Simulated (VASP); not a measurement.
# HfTe6Mo (P4/mmm) in VASP: a series of runs

The runs below take HfTe6Mo through single point, with PBE.

Everything below comes from runs of VASP 6.6.1. Logs are shortened: lines on timing, memory, paths and dates and some standing lists are left out, and cuts for length are marked.

### 1 The cell of the first run

Symmetry: P4/mmm, No. 123, tetragonal system. The conventional cell has a = 6.098 Å, b = 6.098 Å, c = 5.523 Å, α = 90.00°, β = 90.00°, γ = 90.00°. Within 4.0 Å of Hf (site symmetry 4/mmm) lie 12 Te at 3.05 to 3.54 Å. Within 4.0 Å of Te (site symmetry mmm) lie 2 Hf at 3.05 Å and 2 Mo at 3.05 Å and 8 Te at 3.50 Å. Te (site symmetry m2m) has 8 Te at 2.97 to 3.50 Å and 2 Mo at 3.47 Å and 2 Hf at 3.54 Å within 3.9 Å. Mo (site symmetry 4/mmm) has 12 Te at 3.05 to 3.47 Å within 4.0 Å.

The cell was generated, and may not be a known phase.

### 2 Single point, PBE

File INCAR:

```
  ALGO = Normal
  EDIFF = 1E-6
  ENCUT = 500
  GGA = PE
  GGA_COMPAT = False
  ISIF = 2
  ISMEAR = 0
  LASPH = True
  LCHARG = False
  LREAL = False
  LWAVE = False
  NBANDS = 40
  NELM = 120
  PREC = Accurate
  SIGMA = 0.2
```

File KPOINTS:

```
k-points
0
Gamma
  2 2 3
```

File POSCAR:

```
HfTe6Mo
1.0
    6.0978679535      0.0000000000      0.0000000000
    0.0000000000      6.0978679535      0.0000000000
    0.0000000000      0.0000000000      5.5234284698
Hf Te Mo
1 6 1
Direct
    0.0000000000      0.0000000000      0.5000000000
    0.0000000000      0.5000000000      0.5000000000
    0.5000000000      0.0000000000      0.5000000000
    0.7435637580      0.2564362420      0.0000000000
    0.2564362420      0.7435637580      0.0000000000
    0.7435637580      0.7435637580      0.0000000000
    0.2564362420      0.2564362420      0.0000000000
    0.5000000000      0.5000000000      0.5000000000
```

Potentials or basis: VASP PAW PBE potentials, release 64 (Hf_pv, Te, Mo_sv).

On the command line:

```bash
$ cat potpaw_PBE.64/Hf_pv/POTCAR potpaw_PBE.64/Te/POTCAR potpaw_PBE.64/Mo_sv/POTCAR > POTCAR
$ mpirun -np 1 vasp_std > vasp.out
```

OUTCAR:

```text
EDIFF = 1E-6
   ENCUT = 500
   GGA = PE
   ISIF = 2
   ISMEAR = 0
   LASPH = True
   LREAL = False
   NELM = 120
   PREC = Accurate

 ion  position               nearest neighbor table
   1  0.000  0.000  0.500-   2 3.05   3 3.05   2 3.05   3 3.05   6 3.54   7 3.54   4 3.54   5 3.54
                             6 3.54   7 3.54   4 3.54   5 3.54
   2  0.000  0.500  0.500-   1 3.05   8 3.05   1 3.05   8 3.05   7 3.50   4 3.50   4 3.50   5 3.50
                             6 3.50   7 3.50   5 3.50   6 3.50
   3  0.500  0.000  0.500-   1 3.05   8 3.05   8 3.05   1 3.05   7 3.50   4 3.50   4 3.50   5 3.50
                             6 3.50   7 3.50   5 3.50   6 3.50
   4  0.744  0.256  0.000-   6 2.97   7 2.97   7 3.13   6 3.13   8 3.47   8 3.47   2 3.50   3 3.50
                             3 3.50   2 3.50   1 3.54   1 3.54
   5  0.256  0.744  0.000-   6 2.97   7 2.97   7 3.13   6 3.13   8 3.47   8 3.47   2 3.50   3 3.50
                             3 3.50   2 3.50   1 3.54   1 3.54
   6  0.744  0.744  0.000-   4 2.97   5 2.97   5 3.13   4 3.13   8 3.47   8 3.47   2 3.50   2 3.50
                             3 3.50   3 3.50   1 3.54   1 3.54
   7  0.256  0.256  0.000-   4 2.97   5 2.97   5 3.13   4 3.13   8 3.47   8 3.47   3 3.50   3 3.50
                             2 3.50   2 3.50   1 3.54   1 3.54
   8  0.500  0.500  0.500-   2 3.05   3 3.05   3 3.05   2 3.05   6 3.47   7 3.47   4 3.47   5 3.47
                             6 3.47   7 3.47   4 3.47   5 3.47

  LATTYP: Found a simple tetragonal cell.
 ALAT       =     6.0978679535
 C/A-ratio  =     0.9057966673

  Lattice vectors:

 A1 = (   6.0978679535,   0.0000000000,   0.0000000000)
 A2 = (   0.0000000000,   6.0978679535,   0.0000000000)
 A3 = (   0.0000000000,   0.0000000000,   5.5234284698)

Analysis of symmetry for initial positions (statically):
=====================================================================
 Subroutine PRICEL returns:
 Original cell was already a primitive cell.

 Routine SETGRP: Setting up the symmetry group for a
 simple tetragonal supercell.

 Subroutine GETGRP returns: Found 16 space group operations
 (whereof 16 operations were pure point group operations)
 out of a pool of 16 trial point group operations.

The static configuration has the point symmetry D_4h.

Analysis of symmetry for dynamics (positions and initial velocities):
=====================================================================
 Subroutine PRICEL returns:
 Original cell was already a primitive cell.

 Routine SETGRP: Setting up the symmetry group for a
 simple tetragonal supercell.

 Subroutine GETGRP returns: Found 16 space group operations
 (whereof 16 operations were pure point group operations)
 out of a pool of 16 trial point group operations.

The dynamic configuration has the point symmetry D_4h.

 Subroutine INISYM returns: Found 16 space group operations
 (whereof 16 operations are pure point group operations),
 and found     1 'primitive' translations

----------------------------------------------------------------------------------------

                                     Primitive cell

  volume of cell :     205.3831

  direct lattice vectors                    reciprocal lattice vectors
     6.097867953  0.000000000  0.000000000     0.163991744  0.000000000  0.000000000
     0.000000000  6.097867953  0.000000000     0.000000000  0.163991744  0.000000000
     0.000000000  0.000000000  5.523428470     0.000000000  0.000000000  0.181046972

  length of vectors
     6.097867953  6.097867953  5.523428470     0.163991744  0.163991744  0.181046972

  position of ions in fractional coordinates (direct lattice)
     0.000000000  0.000000000  0.500000000
     0.000000000  0.500000000  0.500000000
     0.500000000  0.000000000  0.500000000
     0.743563758  0.256436242  0.000000000
     0.256436242  0.743563758  0.000000000
     0.743563758  0.743563758  0.000000000
     0.256436242  0.256436242  0.000000000
     0.500000000  0.500000000  0.500000000

  ion indices of the primitive-cell ions
   primitive index   ion index
                 1           1
                 2           2
                 3           3
                 4           4
                 5           5
                 6           6
                 7           7
                 8           8

----------------------------------------------------------------------------------------

 KPOINTS: k-points

Automatic generation of k-mesh.
 Grid dimensions read from file:
 generate k-points for:    2    2    3

 Generating k-lattice:

  Cartesian coordinates                     Fractional coordinates (reciprocal lattice)
     0.081995872  0.000000000  0.000000000     0.500000000  0.000000000  0.000000000
     0.000000000  0.081995872  0.000000000     0.000000000  0.500000000  0.000000000
     0.000000000  0.000000000  0.060348991     0.000000000  0.000000000  0.333333333

  Length of vectors
     0.081995872  0.081995872  0.060348991

  Shift w.r.t. Gamma in fractional coordinates (k-lattice)
     0.000000000  0.000000000  0.000000000

 Subroutine IBZKPT returns following result:
 ===========================================

 Found      6 irreducible k-points:

 Following reciprocal coordinates:
            Coordinates               Weight
  0.000000  0.000000  0.000000      1.000000
  0.500000  0.000000  0.000000      2.000000
  0.500000  0.500000  0.000000      1.000000
  0.000000  0.000000  0.333333      2.000000
  0.500000  0.000000  0.333333      4.000000
  0.500000  0.500000  0.333333      2.000000
   k-points           NKPTS =      6   k-points in BZ     NKDIM =      6   number of bands    NBANDS=     40
   number of dos      NEDOS =    301   number of ions     NIONS =      8
   total plane-waves  NPLWV =  92160
   dimension x,y,z NGX =    48 NGY =   48 NGZ =   40
   dimension x,y,z NGXF=    96 NGYF=   96 NGZF=   80
   ions per type =               1   6   1
   NGX,Y,Z   is equivalent  to a cutoff of  13.09, 13.09, 12.04 a.u.
   NGXF,Y,Z  is equivalent  to a cutoff of  26.17, 26.17, 24.08 a.u.
 SYSTEM =  unknown system
   PREC   = accura    normal or accurate (medium, high low for compatibility)
   ISTART =      0    job   : 0-new  1-cont  2-samecut
   ICHARG =      2    charge: 1-file 2-atom 10-const
   ISPIN  =      1    spin polarized calculation?
   LNONCOLLINEAR =      F non collinear calculations
   LSORBIT =      F    spin-orbit coupling
   LASPH  =      T    aspherical Exc in radial PAW
   ENCUT  =  500.0 eV  36.75 Ry    6.06 a.u.  11.12 11.12 10.07*2*pi/ulx,y,z
   NELM   =    120;   NELMIN=  2; NELMDL= -5     # of ELM steps
   EDIFF  = 0.1E-05   stopping-criterion for ELM
   LREAL  =      F    real-space projection
   EDIFFG = 0.1E-04   stopping-criterion for IOM
   NSW    =      0    number of steps for IOM
   IBRION =     -1    ionic relax: 0-MD 1-quasi-New 2-CG
   NFREE  =      0    steps in history (QN), initial steepest desc. (CG)
   ISIF   =      2    stress and relaxation
   ISYM   =      2    0-nonsym 1-usesym 2-fastsym
   POTIM  = 0.5000    time-step for ionic-motion
   TEBEG  =    0.0;   TEEND  =   0.0 temperature during run
   PSTRESS=    0.0 pullay stress
   NELECT =      60.0000    total number of electrons
   NUPDOWN=      -1.0000    fix difference up-down
   EMIN   =  10.00;   EMAX   =-10.00  energy-range for DOS
   EFERMI =   0.00;   METHOD = LEGACY
   ISMEAR =     0;   SIGMA  =   0.20  broadening in eV -4-tet -1-fermi 0-gaus
   EFERMI_NEDOS =   21; number of points for ismear=-14 and -15
   IALGO  =     38    algorithm
   IMIX   =      4    mixing-type and parameters
     AMIX     =   0.40;   BMIX     =  1.00
     AMIX_MAG =   1.60;   BMIX_MAG =  1.00
  volume/ion in A,a.u.               =      25.67       173.25
  Fermi-wavevector in a.u.,A,eV,Ry     =   1.086268  2.052749 16.054578  1.179978
  Thomas-Fermi vector in A             =   2.222401
   LORBIT       =      0    0 simple, 1 ext, 2 COOP (PROOUT), +10 PAW based schemes
   GGA     = PE    functional components
   LHFCALC =     F    Hartree Fock is set to
   AEXX    =    0.0000 exact exchange contribution
   IVDW    =     0    specifies the selected vdW correction
   LEPSILON=     F    determine dielectric tensor
   LRPA    =     F    only Hartree local field effects (RPA)
 non-spin polarized calculation
 Gauss-broadening in eV      SIGMA  =   0.20
  energy-cutoff  :      500.00
  volume of cell :      205.38
 maximum number of plane-waves:      5288
 NGX is ok and might be reduce to    48
   NGX = 23   NGY = 23   NGZ = 21

 number of electron      59.9999996 magnetization

 Free energy of the ion-electron system (eV)
  ---------------------------------------------------
  ext. energy  EPLUGINS =         0.00000000
  ---------------------------------------------------
  free energy    TOTEN  =       -36.06357992 eV

  energy without entropy =      -35.87226744  energy(sigma->0) =      -35.96792368

 E-fermi :   8.3711     XC(G=0): -10.5579

 val. band max:        8.3565350270   @ k =   0.5000   0.0000   0.0000
 cond. band min:       8.3795926855   @ k =   0.5000   0.0000   0.3333
 fundamental gap:      0.0230576585
 Fermi energy:         8.3711414856

 k-point     1 :       0.0000    0.0000    0.0000
  band No.  band energies     occupation
      1     -52.6809      2.00000
      2     -26.7875      2.00000
      3     -26.7377      2.00000
      4     -26.7377      2.00000
      5     -24.0386      2.00000
      6     -24.0386      2.00000
[... 32 lines left out ...]
     39      10.5673      0.00000
     40      10.6321      0.00000

 k-point     2 :       0.5000    0.0000    0.0000
  band No.  band energies     occupation
      1     -52.6809      2.00000
      2     -26.7874      2.00000
      3     -26.7377      2.00000
      4     -26.7375      2.00000
      5     -24.0385      2.00000
      6     -24.0383      2.00000
[... 161 lines left out ...]
     39      10.2918      0.00000
     40      11.5957      0.00000

 k-point     6 :       0.5000    0.5000    0.3333
  band No.  band energies     occupation
      1     -52.6809      2.00000
      2     -26.7877      2.00000
      3     -26.7375      2.00000
      4     -26.7375      2.00000
      5     -24.0382      2.00000
      6     -24.0382      2.00000
[... 32 lines left out ...]
     39      10.4521      0.00000
     40      11.2471      0.00000

------------------------ aborting loop because EDIFF is reached ----------------------------------------

  FORCE on cell =-STRESS in cart. coord.  units (eV):
  Direction    XX          YY          ZZ          XY          YZ          ZX
  --------------------------------------------------------------------------------------
  -------------------------------------------------------------------------------------
  Total       -0.2142966     -0.2142966     -0.2656623      0.0000000      0.0000000     -0.0000000
  in kB       -1.6717109     -1.6717109     -2.0724100      0.0000000      0.0000000     -0.0000000
  external PRESSURE =      -1.8052772 kB  Pullay stress =       0.0000000 kB

 VOLUME and BASIS-vectors are now :
 -----------------------------------------------------------------------------
  energy-cutoff  :      500.00
  volume of cell :      205.38
      direct lattice vectors                 reciprocal lattice vectors
     6.097867953  0.000000000  0.000000000     0.163991744  0.000000000  0.000000000
     0.000000000  6.097867953  0.000000000     0.000000000  0.163991744  0.000000000
     0.000000000  0.000000000  5.523428470     0.000000000  0.000000000  0.181046972

 POSITION                                       TOTAL-FORCE (eV/Angst)
 -----------------------------------------------------------------------------------
      0.00000      0.00000      2.76171         0.000000      0.000000     -0.000000
      0.00000      3.04893      2.76171         0.000000      0.000000     -0.000000
      3.04893      0.00000      2.76171         0.000000      0.000000     -0.000000
      4.53415      1.56371      0.00000         0.054322     -0.054322     -0.000000
      1.56371      4.53415      0.00000        -0.054322      0.054322      0.000000
      4.53415      4.53415      0.00000         0.054322      0.054322     -0.000000
      1.56371      1.56371      0.00000        -0.054322     -0.054322     -0.000000
      3.04893      3.04893      2.76171         0.000000      0.000000     -0.000000
 -----------------------------------------------------------------------------------
    total drift:                                0.000000     -0.000000     -0.000000

  FREE ENERGIE OF THE ION-ELECTRON SYSTEM (eV)
  ---------------------------------------------------
  free  energy   TOTEN  =       -36.0635799179 eV

  energy  without entropy=      -35.8722674409  energy(sigma->0) =      -35.96792368
```

It took 97 s on 1 thread of Intel Xeon 8259CL, shared host; peak memory 0.31 GiB.

Results:

| Property | Result |
| --- | --- |
| Free energy | -36.0636 eV |
| Pressure | -0.2 GPa |
| Largest force | 0.077 eV/Å |
| Band gap on the k mesh | zero (bands 30 and 31 overlap by 0.32 eV) |

Forces in eV/Å, atoms in the order of the input:
```
Hf   0.000  0.000  0.000
Te   0.000  0.000  0.000
Te   0.000  0.000  0.000
Te   0.054 -0.054  0.000
Te  -0.054  0.054  0.000
Te   0.054  0.054  0.000
Te  -0.054 -0.054  0.000
Mo   0.000  0.000  0.000
```

Caveat: the k points lie up to 0.52 Å⁻¹ apart; spin-orbit coupling is left out, which moves the levels of the heavy elements.

### 3 Single point, PBE

This run uses another cell than the first one, of 30.23 Å³/atom.

File INCAR:

```
PREC     = Accurate       # precision mode
ENCUT    = 500            # plane-wave cutoff, eV
EDIFF    = 1E-6           # SCF threshold, eV
ISMEAR   = 0              # smearing method
SIGMA    = 0.2            # smearing width, eV
LREAL    = False          # projectors in reciprocal space
LASPH    = True           # aspherical terms in the spheres
NELM     = 120            # most SCF steps
ALGO     = Normal         # electronic algorithm
ISIF     = 2              # what is computed and relaxed
LWAVE    = False          # write WAVECAR
LCHARG   = False          # write CHGCAR
GGA      = PE             # functional
NBANDS   = 40             # bands
GGA_COMPAT= False
```

File KPOINTS:

```
regular mesh
0
Gamma
  3 3 2
```

File POSCAR:

```
HfTe6Mo
1.0
    4.3346224068      0.0000000000      0.0000000000
    0.0000000000      4.3346224068      0.0000000000
    0.0000000000      0.0000000000     12.8702108124
Hf Te Mo
1 6 1
Direct
    0.0000000000      0.0000000000      0.0000000000
    0.5000000000      0.5000000000      0.1099767758
    0.0000000000      0.5000000000      0.6390743366
    0.5000000000      0.5000000000      0.8900232242
    0.5000000000      0.0000000000      0.6390743366
    0.0000000000      0.5000000000      0.3609256634
    0.5000000000      0.0000000000      0.3609256634
    0.0000000000      0.0000000000      0.5000000000
```

Potentials or basis: VASP PAW PBE potentials, release 64 (Hf_pv, Te, Mo_sv).

On the command line:

```bash
$ cat potpaw_PBE.64/Hf_pv/POTCAR potpaw_PBE.64/Te/POTCAR potpaw_PBE.64/Mo_sv/POTCAR > POTCAR
$ mpirun -np 1 vasp_std > vasp.out
```

Run time: 2.4 min. Hardware: 1 thread of Intel Xeon 8259CL, shared host; peak memory 0.32 GiB.

It converged, with:

```
Free energy            : -37.6105 eV
Pressure               : 0.0 GPa
Largest force          : 0.016 eV/Å
Band gap on the k mesh : zero (bands 30 and 31 overlap by 0.17 eV)
```

Forces in eV/Å, atoms in the order of the input:
```
Hf   0.000  0.000  0.000
Te   0.000  0.000 -0.015
Te   0.000  0.000 -0.016
Te   0.000  0.000  0.015
Te   0.000  0.000 -0.016
Te   0.000  0.000  0.016
Te   0.000  0.000  0.016
Mo   0.000  0.000  0.000
```

Stress tensor (GPa, compression positive):
```
-0.20  0.00  0.00
 0.00 -0.20  0.00
 0.00  0.00  0.28
```

Levels at points of the mesh, in eV from the Fermi level:
```
           k point  band 27  band 28  band 29  band 30  band 31  band 32
(0.00, 0.00, 0.00)    -1.04    -0.64    -0.42     0.08     0.08     0.50
(0.00, 0.00, 0.50)    -1.07    -0.57    -0.42     0.07     0.07     0.50
```

Caveat: the k points lie up to 0.48 Å⁻¹ apart; spin-orbit coupling is left out, which moves the levels of the heavy elements; this functional lacks dispersion, which binds layers or chains, so the pressure and a relaxed spacing across them are unreliable.

The gap in the log of VASP goes by the Fermi energy; the results here count the filled bands.